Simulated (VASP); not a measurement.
# MnS (R-3m) in VASP: relaxation of cell and atoms with LDA

Aim: the relaxation of cell and atoms of MnS with LDA.

Program: VASP 6.6.1. These are calculated values, not measurements. Logs are shortened: lines on timing, memory, paths and dates and some standing lists are left out, and cuts for length are marked.

## 1. The cell of the first run

It takes space group R-3m (No. 166, trigonal). The conventional cell has a = 3.660 Å, b = 3.660 Å, c = 8.913 Å, α = 90.00°, β = 90.00°, γ = 120.00°. Within 3.4 Å of Mn (site symmetry -3m) lie 6 S at 2.58 Å. S (site symmetry -3m) has 6 Mn at 2.58 Å within 3.4 Å.

## 2. Relaxation of cell and atoms, LDA, collinear spin, ferromagnetic start, target pressure 20 GPa, at which the enthalpy is minimised

File INCAR:

```
SYSTEM = MnS
  PREC = Accurate
  ENCUT = 600
  EDIFF = 1E-7
  ISMEAR = -1
  SIGMA = 0.05
  LREAL = .False.
  LASPH = .True.
  NELM = 150
  ALGO = Normal
  ISIF = 3
  LWAVE = .False.
  LCHARG = .False.
  ISPIN = 2
  MAGMOM = 4 0
  LORBIT = 11
  LMAXMIX = 4
  IBRION = 2
  NSW = 80
  EDIFFG = -0.01
  PSTRESS = 200.0
```

File KPOINTS:

```
regular mesh
0
Gamma
  7 7 7
  0 0 0
```

File POSCAR:

```
MnS
1.0
    1.8299960138      1.0565486912      2.9709202777
   -1.8299960138      1.0565486912      2.9709202777
    0.0000000000     -2.1130973823      2.9709202777
Mn S
1 1
Direct
    0.0000000000      0.0000000000      0.0000000000
    0.5000000000      0.5000000000      0.5000000000
```

Potentials or basis: VASP PAW LDA potentials, release 64 (Mn_pv, S).

Command:

```sh
cat potpaw_LDA.64/Mn_pv/POTCAR potpaw_LDA.64/S/POTCAR > POTCAR
mpirun -np 1 vasp_std > vasp.out
```

OUTCAR:

```text
SYSTEM = MnS
   PREC = Accurate
   ENCUT = 600
   EDIFF = 1E-7
   ISMEAR = -1
   LREAL = .False.
   LASPH = .True.
   NELM = 150
   ISIF = 3
   ISPIN = 2
   LORBIT = 11
   IBRION = 2
   NSW = 80
   EDIFFG = -0.01
   PSTRESS = 200.0

 ion  position               nearest neighbor table
   1  0.000  0.000  0.000-   2 2.58   2 2.58   2 2.58   2 2.58   2 2.58   2 2.58
   2  0.500  0.500  0.500-   1 2.58   1 2.58   1 2.58   1 2.58   1 2.58   1 2.58

  LATTYP: Found a trigonal (rhomboedric) cell.
 ALAT       =     3.6457575130
 COS(alpha) =     0.4960879726

  Lattice vectors:

 A1 = (   1.8299960138,   1.0565486912,   2.9709202777)
 A2 = (  -1.8299960138,   1.0565486912,   2.9709202777)
 A3 = (   0.0000000000,  -2.1130973823,   2.9709202777)

Analysis of symmetry for initial positions (statically):
=====================================================================
 Subroutine PRICEL returns:
 Original cell was already a primitive cell.

 Routine SETGRP: Setting up the symmetry group for a
 trigonal (rhombohedral) supercell.

 Subroutine GETGRP returns: Found 12 space group operations
 (whereof 12 operations were pure point group operations)
 out of a pool of 12 trial point group operations.

The static configuration has the point symmetry D_3d.

Analysis of symmetry for dynamics (positions and initial velocities):
=====================================================================
 Subroutine PRICEL returns:
 Original cell was already a primitive cell.

 Routine SETGRP: Setting up the symmetry group for a
 trigonal (rhombohedral) supercell.

 Subroutine GETGRP returns: Found 12 space group operations
 (whereof 12 operations were pure point group operations)
 out of a pool of 12 trial point group operations.

The dynamic configuration has the point symmetry D_3d.

Analysis of structural, dynamic, and magnetic symmetry:
=====================================================================
 Subroutine PRICEL returns:
 Original cell was already a primitive cell.

 Routine SETGRP: Setting up the symmetry group for a
 trigonal (rhombohedral) supercell.

 Subroutine GETGRP returns: Found 12 space group operations
 (whereof 12 operations were pure point group operations)
 out of a pool of 12 trial point group operations.

The overall configuration has the point symmetry D_3d.

 Subroutine INISYM returns: Found 12 space group operations
 (whereof 12 operations are pure point group operations),
 and found     1 'primitive' translations

----------------------------------------------------------------------------------------

                                     Primitive cell

  volume of cell :      34.4653

  direct lattice vectors                    reciprocal lattice vectors
     1.829996014  1.056548691  2.970920278     0.273224639  0.157746319  0.112198680
    -1.829996014  1.056548691  2.970920278    -0.273224639  0.157746319  0.112198680
     0.000000000 -2.113097382  2.970920278     0.000000000 -0.315492638  0.112198680

  length of vectors
     3.645757513  3.645757513  3.645757513     0.334849441  0.334849441  0.334849441

  position of ions in fractional coordinates (direct lattice)
     0.000000000  0.000000000  0.000000000
     0.500000000  0.500000000  0.500000000

  ion indices of the primitive-cell ions
   primitive index   ion index
                 1           1
                 2           2

----------------------------------------------------------------------------------------

 KPOINTS: regular mesh

Automatic generation of k-mesh.
 Grid dimensions read from file:
 generate k-points for:    7    7    7

 Generating k-lattice:

  Cartesian coordinates                     Fractional coordinates (reciprocal lattice)
     0.039032091  0.022535188  0.016028383     0.142857143 -0.000000000  0.000000000
    -0.039032091  0.022535188  0.016028383    -0.000000000  0.142857143  0.000000000
     0.000000000 -0.045070377  0.016028383     0.000000000  0.000000000  0.142857143

  Length of vectors
     0.047835634  0.047835634  0.047835634

  Shift w.r.t. Gamma in fractional coordinates (k-lattice)
     0.000000000  0.000000000  0.000000000

 Subroutine IBZKPT returns following result:
 ===========================================

 Found     44 irreducible k-points:

 Following reciprocal coordinates:
            Coordinates               Weight
  0.000000  0.000000  0.000000      1.000000
  0.142857 -0.000000 -0.000000      6.000000
  0.285714  0.000000 -0.000000      6.000000
  0.428571  0.000000  0.000000      6.000000
  0.142857  0.142857 -0.000000      6.000000
  0.285714  0.142857 -0.000000     12.000000
[... 16 lines left out ...]
  0.285714  0.285714  0.142857      6.000000
  0.428571  0.285714  0.142857     12.000000
 [... further k-points ...]
   k-points           NKPTS =     44   k-points in BZ     NKDIM =     44   number of bands    NBANDS=     15
   number of dos      NEDOS =    301   number of ions     NIONS =      2
   total plane-waves  NPLWV =  27000
   dimension x,y,z NGX =    30 NGY =   30 NGZ =   30
   dimension x,y,z NGXF=    60 NGYF=   60 NGZF=   60
   ions per type =               1   1
   NGX,Y,Z   is equivalent  to a cutoff of  13.68, 13.68, 13.68 a.u.
   NGXF,Y,Z  is equivalent  to a cutoff of  27.36, 27.36, 27.36 a.u.
 SYSTEM =  MnS
   PREC   = accura    normal or accurate (medium, high low for compatibility)
   ISTART =      0    job   : 0-new  1-cont  2-samecut
   ICHARG =      2    charge: 1-file 2-atom 10-const
   ISPIN  =      2    spin polarized calculation?
   LNONCOLLINEAR =      F non collinear calculations
   LSORBIT =      F    spin-orbit coupling
   LASPH  =      T    aspherical Exc in radial PAW
   ENCUT  =  600.0 eV  44.10 Ry    6.64 a.u.   7.28  7.28  7.28*2*pi/ulx,y,z
   NELM   =    150;   NELMIN=  2; NELMDL= -5     # of ELM steps
   EDIFF  = 0.1E-06   stopping-criterion for ELM
   LREAL  =      F    real-space projection
   EDIFFG = -.1E-01   stopping-criterion for IOM
   NSW    =     80    number of steps for IOM
   IBRION =      2    ionic relax: 0-MD 1-quasi-New 2-CG
   NFREE  =      1    steps in history (QN), initial steepest desc. (CG)
   ISIF   =      3    stress and relaxation
   ISYM   =      2    0-nonsym 1-usesym 2-fastsym
   POTIM  = 0.5000    time-step for ionic-motion
   TEBEG  =    0.0;   TEEND  =   0.0 temperature during run
   PSTRESS=  200.0 pullay stress
   NELECT =      19.0000    total number of electrons
   NUPDOWN=      -1.0000    fix difference up-down
   EMIN   =  10.00;   EMAX   =-10.00  energy-range for DOS
   EFERMI =   0.00;   METHOD = LEGACY
   ISMEAR =    -1;   SIGMA  =   0.05  broadening in eV -4-tet -1-fermi 0-gaus
   EFERMI_NEDOS =   21; number of points for ismear=-14 and -15
   IALGO  =     38    algorithm
   IMIX   =      4    mixing-type and parameters
     AMIX     =   0.40;   BMIX     =  1.00
     AMIX_MAG =   1.60;   BMIX_MAG =  1.00
  volume/ion in A,a.u.               =      17.23       116.29
  Fermi-wavevector in a.u.,A,eV,Ry     =   1.342349  2.536672 24.516344  1.801900
  Thomas-Fermi vector in A             =   2.470510
   LORBIT       =     11    0 simple, 1 ext, 2 COOP (PROOUT), +10 PAW based schemes
   GGA     = CA    functional components
   LHFCALC =     F    Hartree Fock is set to
   AEXX    =    0.0000 exact exchange contribution
   IVDW    =     0    specifies the selected vdW correction
   LEPSILON=     F    determine dielectric tensor
   LRPA    =     F    only Hartree local field effects (RPA)
 conjugate gradient relaxation of ions
 spin polarized calculation
  energy-cutoff  :      600.00
  volume of cell :       34.47
 maximum number of plane-waves:      1173
 NGX is ok and might be reduce to    30
   NGX = 15   NGY = 15   NGZ = 15

--------------------------------------- Ionic step        1  -------------------------------------------

 number of electron      19.0000011 magnetization       4.4669873

 Free energy of the ion-electron system (eV)
  ---------------------------------------------------
  ext. energy  EPLUGINS =         0.00000000
  ---------------------------------------------------
  free energy    TOTEN  =       -15.05023240 eV

  energy without entropy =      -15.03927814  energy(sigma->0) =      -15.04475527

 E-fermi :   6.5724     XC(G=0): -11.0998

 val. band max:        6.5471497021   @ k =  -0.1429   0.1429   0.0000
 cond. band min:       6.5986044414   @ k =   0.0000   0.0000   0.0000
 fundamental gap:      0.0514547393
 Fermi energy:         6.5723880988

 spin component 1

 k-point     1 :       0.0000    0.0000    0.0000
  band No.  band energies     occupation
      1     -43.2895      1.00000
      2     -43.2895      1.00000
      3     -43.2894      1.00000
      4      -8.0205      1.00000
      5       3.5393      1.00000
      6       3.5393      1.00000
      7       3.5545      1.00000
      8       3.6160      1.00000
      9       3.6160      1.00000
     10       4.7575      1.00000
     11       4.7575      1.00000
     12       4.8064      1.00000
     13       8.5562      0.00000
     14      15.3432      0.00000
     15      15.3437      0.00000
[... 1145 lines left out ...]
  FREE ENERGIE OF THE ION-ELECTRON SYSTEM (eV)
  ---------------------------------------------------
  free  energy   TOTEN  =       -15.1609752486 eV

  energy  without entropy=      -15.1457589348  energy(sigma->0) =      -15.15336709

  enthalpy is  TOTEN    =       -12.2747366012 eV   P V=        2.8862386474

--------------------------------------- Ionic step        9  -------------------------------------------

 number of electron      19.0000001 magnetization      -2.3976221

 Free energy of the ion-electron system (eV)
  ---------------------------------------------------
  ext. energy  EPLUGINS =         0.00000000
  ---------------------------------------------------
  free energy    TOTEN  =       -15.16042933 eV

  energy without entropy =      -15.14524613  energy(sigma->0) =      -15.15283773

 E-fermi :  11.6292     XC(G=0): -13.1853

 val. band max:       11.5636665559   @ k =   0.4286   0.1429   0.1429
 cond. band min:      11.6829410437   @ k =  -0.4286   0.4286   0.2857
 fundamental gap:      0.1192744878
 Fermi energy:        11.6292445298

 spin component 1

 k-point     1 :       0.0000    0.0000    0.0000
  band No.  band energies     occupation
      1     -35.0448      1.00000
      2     -35.0448      1.00000
      3     -35.0428      1.00000
      4      -5.6041      1.00000
      5      10.0363      1.00000
      6      10.0363      1.00000
      7      10.0583      1.00000
      8      10.1860      1.00000
      9      10.1860      1.00000
     10      10.2023      1.00000
     11      10.2834      1.00000
     12      10.2834      1.00000
     13      18.5574      0.00000
     14      22.9674      0.00000
     15      22.9674      0.00000
[... 872 lines left out ...]
 POSITION                                       TOTAL-FORCE (eV/Angst)
 -----------------------------------------------------------------------------------
     -0.00000     -1.84728      2.60741        -0.000000     -0.000000     -0.000000
      0.00000      0.00000      3.91112         0.000000      0.000000      0.000000
 -----------------------------------------------------------------------------------
    total drift:                                0.000000      0.000000      0.000000

  FREE ENERGIE OF THE ION-ELECTRON SYSTEM (eV)
  ---------------------------------------------------
  free  energy   TOTEN  =       -15.1604293337 eV

  energy  without entropy=      -15.1452461336  energy(sigma->0) =      -15.15283773

  enthalpy is  TOTEN    =       -12.2747616208 eV   P V=        2.8856677128

 reached required accuracy - stopping structural energy minimisation

 total charge

# of ion       s       p       d       tot
------------------------------------------
    1        0.320   6.327   5.368  12.015
    2        1.316   2.476   0.000   3.792
--------------------------------------------------
tot          1.636   8.803   5.368  15.807

 magnetization (x)

# of ion       s       p       d       tot
------------------------------------------
    1       -0.044  -0.025  -2.171  -2.240
    2       -0.008  -0.050   0.000  -0.057
--------------------------------------------------
tot         -0.052  -0.074  -2.171  -2.298
```

Run time: 6 min. Hardware: 1 thread of Intel Xeon Platinum 8375C at 2.90GHz (Ice Lake), shared host; peak memory 0.2 GiB.

Results:

| Quantity | Value |
| --- | --- |
| Free energy | -15.1604 eV |
| Relaxed volume | 11.56 Å³/atom |
| Relaxed cell | a = 3.195 Å, b = 3.195 Å, c = 3.195 Å, α = 60.09°, β = 60.09°, γ = 60.09° |
| Space group after relaxing (to 0.1 Å) | Fm-3m (No. 225) |
| Energy change on relaxing (the run minimises the enthalpy) | -55.1 meV/atom |
| Ionic steps | 9 |
| Pressure after relaxing | 19.9 GPa |
| Net moment | -2.40 μB per cell |
| Site moments | Mn -2.24; S -0.06 μB |
| Valence electrons inside the program's atomic spheres | Mn 12.02; S 3.79 |

The path:
| step | energy change (eV) | largest force (eV/Å) | pressure (GPa) | volume (Å³) |
| --- | --- | --- | --- | --- |
| 1 | 0.0000 | 0.0000 | -11.25 | 34.47 |
| 2 | 0.5330 | 0.0000 | 58.06 | 20.27 |
| 3 | -0.1512 | 0.0000 | 18.14 | 23.47 |
| 4 | -0.1293 | 0.0000 | 18.72 | 23.28 |
| 5 | -0.0800 | 0.0000 | 22.04 | 22.89 |
| 6 | -0.1057 | 0.0000 | 20.25 | 23.08 |
| 7 | -0.1129 | 0.0000 | 19.78 | 23.14 |
| 8 | -0.1107 | 0.0000 | 19.92 | 23.12 |
| 9 | -0.1102 | 0.0000 | 19.95 | 23.12 |

Final structure:
```
CELL_PARAMETERS angstrom
1.59979 0.92364 2.60741
-1.59979 0.92364 2.60741
0.00000 -1.84728 2.60741
ATOMIC_POSITIONS crystal
Mn 0.00000 0.00000 0.00000
S 0.50000 0.50000 0.50000
```

Caveat: the cell is relaxed towards a set pressure, so the run minimises the enthalpy, not the energy; the volume moved by over 15 % at a fixed basis, so the end points are rough; a cell with one magnetic atom can't hold antiferromagnetic order, which such compounds often take; semilocal functionals often make such compounds metallic where correlation or magnetic order opens a gap, which also shifts bond lengths.
